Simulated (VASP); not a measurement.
# Eu (Im-3m) in VASP: further runs

Runs on Eu. Level: LDA. Tasks: single point.

All numbers are computed with VASP 6.6.1; they aren't measurements. Logs are shortened: lines on timing, memory, paths and dates and some standing lists are left out, and cuts for length are marked.

### Step 1. The cell of the first run

Symmetry: Im-3m, No. 229, cubic system. The conventional cell has a = 4.104 Å, b = 4.104 Å, c = 4.104 Å, α = 90.00°, β = 90.00°, γ = 90.00°. Within 4.7 Å of Eu (site symmetry m-3m) lie 14 Eu at 3.55 to 4.10 Å.

### Step 2. Single point, LDA, collinear spin, ferromagnetic start

INCAR

```
ALGO = Normal
EDIFF = 1E-7
ENCUT = 520
GGA = CA
ISIF = 2
ISMEAR = 0
ISPIN = 2
LASPH = True
LCHARG = False
LMAXMIX = 6
LORBIT = 11
LREAL = False
LWAVE = False
MAGMOM = 7.62
NBANDS = 18
NELM = 150
PREC = Accurate
SIGMA = 0.05
```

KPOINTS

```
k-points
0
Gamma
  14 14 14
```

POSCAR

```
Eu
1.0
   -2.0520540880      2.0520540880      2.0520540880
    2.0520540880     -2.0520540880      2.0520540880
    2.0520540880      2.0520540880     -2.0520540880
Eu
1
Direct
    0.0000000000      0.0000000000      0.0000000000
```

Potentials or basis: VASP PAW PBE potentials, release 64 (Eu).

Started as:

```sh
$ cat potpaw_PBE.64/Eu/POTCAR > POTCAR
$ mpirun -np 1 vasp_std > vasp.out
```

OUTCAR:

```text
EDIFF = 1E-7
   ENCUT = 520
   GGA = CA
   ISIF = 2
   ISMEAR = 0
   ISPIN = 2
   LASPH = True
   LORBIT = 11
   LREAL = False
   NELM = 150
   PREC = Accurate

 ion  position               nearest neighbor table
   1  0.000  0.000  0.000-

  LATTYP: Found a body centered cubic cell.
 ALAT       =     4.1041081760

  Lattice vectors:

 A1 = (  -2.0520540880,   2.0520540880,   2.0520540880)
 A2 = (   2.0520540880,  -2.0520540880,   2.0520540880)
 A3 = (   2.0520540880,   2.0520540880,  -2.0520540880)

Analysis of symmetry for initial positions (statically):
=====================================================================
 Subroutine PRICEL returns:
 Original cell was already a primitive cell.

 Routine SETGRP: Setting up the symmetry group for a
 body centered cubic supercell.

 Subroutine GETGRP returns: Found 48 space group operations
 (whereof 48 operations were pure point group operations)
 out of a pool of 48 trial point group operations.

The static configuration has the point symmetry O_h .

Analysis of symmetry for dynamics (positions and initial velocities):
=====================================================================
 Subroutine PRICEL returns:
 Original cell was already a primitive cell.

 Routine SETGRP: Setting up the symmetry group for a
 body centered cubic supercell.

 Subroutine GETGRP returns: Found 48 space group operations
 (whereof 48 operations were pure point group operations)
 out of a pool of 48 trial point group operations.

The dynamic configuration has the point symmetry O_h .

Analysis of structural, dynamic, and magnetic symmetry:
=====================================================================
 Subroutine PRICEL returns:
 Original cell was already a primitive cell.

 Routine SETGRP: Setting up the symmetry group for a
 body centered cubic supercell.

 Subroutine GETGRP returns: Found 48 space group operations
 (whereof 48 operations were pure point group operations)
 out of a pool of 48 trial point group operations.

The overall configuration has the point symmetry O_h .

 Subroutine INISYM returns: Found 48 space group operations
 (whereof 48 operations are pure point group operations),
 and found     1 'primitive' translations

----------------------------------------------------------------------------------------

                                     Primitive cell

  volume of cell :      34.5642

  direct lattice vectors                    reciprocal lattice vectors
    -2.052054088  2.052054088  2.052054088     0.000000000  0.243658295  0.243658295
     2.052054088 -2.052054088  2.052054088     0.243658295  0.000000000  0.243658295
     2.052054088  2.052054088 -2.052054088     0.243658295  0.243658295  0.000000000

  length of vectors
     3.554261940  3.554261940  3.554261940     0.344584865  0.344584865  0.344584865

  position of ions in fractional coordinates (direct lattice)
     0.000000000  0.000000000  0.000000000

  ion indices of the primitive-cell ions
   primitive index   ion index
                 1           1

----------------------------------------------------------------------------------------

 KPOINTS: k-points

Automatic generation of k-mesh.
 Grid dimensions read from file:
 generate k-points for:   14   14   14

 Generating k-lattice:

  Cartesian coordinates                     Fractional coordinates (reciprocal lattice)
     0.000000000  0.017404164  0.017404164     0.071428571  0.000000000  0.000000000
     0.017404164  0.000000000  0.017404164     0.000000000  0.071428571  0.000000000
     0.017404164  0.017404164  0.000000000     0.000000000  0.000000000  0.071428571

  Length of vectors
     0.024613205  0.024613205  0.024613205

  Shift w.r.t. Gamma in fractional coordinates (k-lattice)
     0.000000000  0.000000000  0.000000000

 Subroutine IBZKPT returns following result:
 ===========================================

 Found    104 irreducible k-points:

 Following reciprocal coordinates:
            Coordinates               Weight
  0.000000  0.000000  0.000000      1.000000
  0.071429  0.000000  0.000000     12.000000
  0.142857  0.000000  0.000000     12.000000
  0.214286  0.000000  0.000000     12.000000
  0.285714  0.000000  0.000000     12.000000
  0.357143  0.000000  0.000000     12.000000
[... 16 lines left out ...]
  0.285714  0.285714  0.000000     24.000000
  0.357143  0.285714  0.000000     24.000000
 [... further k-points ...]
   k-points           NKPTS =    104   k-points in BZ     NKDIM =    104   number of bands    NBANDS=     18
   number of dos      NEDOS =    301   number of ions     NIONS =      1
   total plane-waves  NPLWV =  21952
   dimension x,y,z NGX =    28 NGY =   28 NGZ =   28
   dimension x,y,z NGXF=    56 NGYF=   56 NGZF=   56
   ions per type =               1
   NGX,Y,Z   is equivalent  to a cutoff of  13.10, 13.10, 13.10 a.u.
   NGXF,Y,Z  is equivalent  to a cutoff of  26.19, 26.19, 26.19 a.u.
 SYSTEM =  unknown system
   PREC   = accura    normal or accurate (medium, high low for compatibility)
   ISTART =      0    job   : 0-new  1-cont  2-samecut
   ICHARG =      2    charge: 1-file 2-atom 10-const
   ISPIN  =      2    spin polarized calculation?
   LNONCOLLINEAR =      F non collinear calculations
   LSORBIT =      F    spin-orbit coupling
   LASPH  =      T    aspherical Exc in radial PAW
   ENCUT  =  520.0 eV  38.22 Ry    6.18 a.u.   6.61  6.61  6.61*2*pi/ulx,y,z
   NELM   =    150;   NELMIN=  2; NELMDL= -5     # of ELM steps
   EDIFF  = 0.1E-06   stopping-criterion for ELM
   LREAL  =      F    real-space projection
   EDIFFG = 0.1E-05   stopping-criterion for IOM
   NSW    =      0    number of steps for IOM
   IBRION =     -1    ionic relax: 0-MD 1-quasi-New 2-CG
   NFREE  =      0    steps in history (QN), initial steepest desc. (CG)
   ISIF   =      2    stress and relaxation
   ISYM   =      2    0-nonsym 1-usesym 2-fastsym
   POTIM  = 0.5000    time-step for ionic-motion
   TEBEG  =    0.0;   TEEND  =   0.0 temperature during run
   PSTRESS=    0.0 pullay stress
   NELECT =      17.0000    total number of electrons
   NUPDOWN=      -1.0000    fix difference up-down
   EMIN   =  10.00;   EMAX   =-10.00  energy-range for DOS
   EFERMI =   0.00;   METHOD = LEGACY
   ISMEAR =     0;   SIGMA  =   0.05  broadening in eV -4-tet -1-fermi 0-gaus
   EFERMI_NEDOS =   21; number of points for ismear=-14 and -15
   IALGO  =     38    algorithm
   IMIX   =      4    mixing-type and parameters
     AMIX     =   0.40;   BMIX     =  1.00
     AMIX_MAG =   1.60;   BMIX_MAG =  1.00
  volume/ion in A,a.u.               =      34.56       233.25
  Fermi-wavevector in a.u.,A,eV,Ry     =   1.292257  2.442012 22.720763  1.669929
  Thomas-Fermi vector in A             =   2.423976
   LORBIT       =     11    0 simple, 1 ext, 2 COOP (PROOUT), +10 PAW based schemes
   GGA     = CA    functional components
   LHFCALC =     F    Hartree Fock is set to
   AEXX    =    0.0000 exact exchange contribution
   IVDW    =     0    specifies the selected vdW correction
   LEPSILON=     F    determine dielectric tensor
   LRPA    =     F    only Hartree local field effects (RPA)
 spin polarized calculation
 Gauss-broadening in eV      SIGMA  =   0.05
  energy-cutoff  :      520.00
  volume of cell :       34.56
 maximum number of plane-waves:       959
   NGX = 13   NGY = 13   NGZ = 13

 number of electron      17.0000002 magnetization       7.1241568

 Free energy of the ion-electron system (eV)
  ---------------------------------------------------
  ext. energy  EPLUGINS =         0.00000000
  ---------------------------------------------------
  free energy    TOTEN  =       -11.40770811 eV

  energy without entropy =      -11.40619408  energy(sigma->0) =      -11.40695109

 E-fermi :   2.5548     XC(G=0):  -9.9581

 val. band max:        2.5503854727   @ k =  -0.3571   0.5000   0.2143
 cond. band min:       2.5561990492   @ k =   0.2857   0.2857   0.0000
 fundamental gap:      0.0058135766
 Fermi energy:         2.5548410069

 spin component 1

 k-point     1 :       0.0000    0.0000    0.0000
  band No.  band energies     occupation
      1     -38.6418      1.00000
      2     -17.1328      1.00000
      3     -17.1328      1.00000
      4     -17.1328      1.00000
      5      -1.9134      1.00000
      6       2.0088      1.00000
[... 10 lines left out ...]
     17       6.6752      0.00000
     18      13.1956      0.00000

 k-point     2 :       0.0714    0.0000    0.0000
  band No.  band energies     occupation
      1     -38.6376      1.00000
      2     -17.1782      1.00000
      3     -17.1464      1.00000
      4     -17.1331      1.00000
      5      -1.7638      1.00000
      6       2.0054      1.00000
[... 10 lines left out ...]
     17       6.6830      0.00000
     18      13.3541      0.00000
[... 442 lines left out ...]
 k-point    24 :       0.3571    0.2857    0.0000
  band No.  band energies     occupation
      1     -38.5468      1.00000
      2     -17.7756      1.00000
      3     -17.6471      1.00000
      4     -17.2376      1.00000
      5       1.7174      1.00000
      6       2.0305      1.00000
[... 10 lines left out ...]
     17       9.5327      0.00000
     18      11.3687      0.00000

 [... further k-points ...]

 spin component 2

 k-point     1 :       0.0000    0.0000    0.0000
  band No.  band energies     occupation
      1     -35.8502      1.00000
      2     -14.9555      1.00000
      3     -14.9555      1.00000
      4     -14.9555      1.00000
      5      -1.2373      1.00000
      6       5.4636      0.00000
[... 10 lines left out ...]
     17       7.6905      0.00000
     18      14.1591      0.00000

 k-point     2 :       0.0714    0.0000    0.0000
  band No.  band energies     occupation
      1     -35.8451      1.00000
      2     -15.0116      1.00000
      3     -14.9718      1.00000
      4     -14.9561      1.00000
      5      -1.0789      1.00000
      6       5.2804      0.00000
[... 10 lines left out ...]
     17       7.7414      0.00000
     18      14.3014      0.00000
[... 442 lines left out ...]
 k-point    24 :       0.3571    0.2857    0.0000
  band No.  band energies     occupation
      1     -35.7323      1.00000
      2     -15.7331      1.00000
      3     -15.5778      1.00000
      4     -15.0825      1.00000
      5       2.6935      0.00004
      6       3.5693      0.00000
[... 10 lines left out ...]
     17      10.7691      0.00000
     18      12.6560      0.00000

 [... further k-points ...]
[... 5 lines left out ...]
  --------------------------------------------------------------------------------------
  -------------------------------------------------------------------------------------
  Total       -0.0603935     -0.0603935     -0.0603935     -0.0000000      0.0000000     -0.0000000
  in kB       -2.7994618     -2.7994618     -2.7994618     -0.0000000      0.0000000     -0.0000000
  external PRESSURE =      -2.7994618 kB  Pullay stress =       0.0000000 kB

 VOLUME and BASIS-vectors are now :
 -----------------------------------------------------------------------------
  energy-cutoff  :      520.00
  volume of cell :       34.56
      direct lattice vectors                 reciprocal lattice vectors
    -2.052054088  2.052054088  2.052054088     0.000000000  0.243658295  0.243658295
     2.052054088 -2.052054088  2.052054088     0.243658295  0.000000000  0.243658295
     2.052054088  2.052054088 -2.052054088     0.243658295  0.243658295  0.000000000

 POSITION                                       TOTAL-FORCE (eV/Angst)
 -----------------------------------------------------------------------------------
      0.00000      0.00000      0.00000        -0.000000      0.000000     -0.000000
 -----------------------------------------------------------------------------------
    total drift:                               -0.000000     -0.000000     -0.000000

  FREE ENERGIE OF THE ION-ELECTRON SYSTEM (eV)
  ---------------------------------------------------
  free  energy   TOTEN  =       -11.4077081096 eV

  energy  without entropy=      -11.4061940795  energy(sigma->0) =      -11.40695109

 total charge

# of ion       s       p       d       f       tot
--------------------------------------------------
    1        2.094   5.640   0.402   6.585  14.721

 magnetization (x)

# of ion       s       p       d       f       tot
--------------------------------------------------
    1        0.002  -0.070   0.128   6.578   6.639
```

It took 1.7 min on 1 thread of Intel Xeon Platinum 8488C (Sapphire Rapids), shared host; peak memory 0.24 GiB.

What came out:

| Item | Value |
| --- | --- |
| Free energy | -11.4077 eV |
| Pressure | -0.3 GPa |
| Net moment | 7.12 μB per cell |
| Site moments | Eu +6.64 μB |
| Valence electrons inside the program's atomic spheres | Eu 14.72 |

Caveat: the PAW data sets were made with another functional, which shifts forces and pressure a little; spin-orbit coupling is left out, which moves the levels of the heavy elements. The state reached can hang on the start; a lower one may exist.

[end of part 1 of 2]
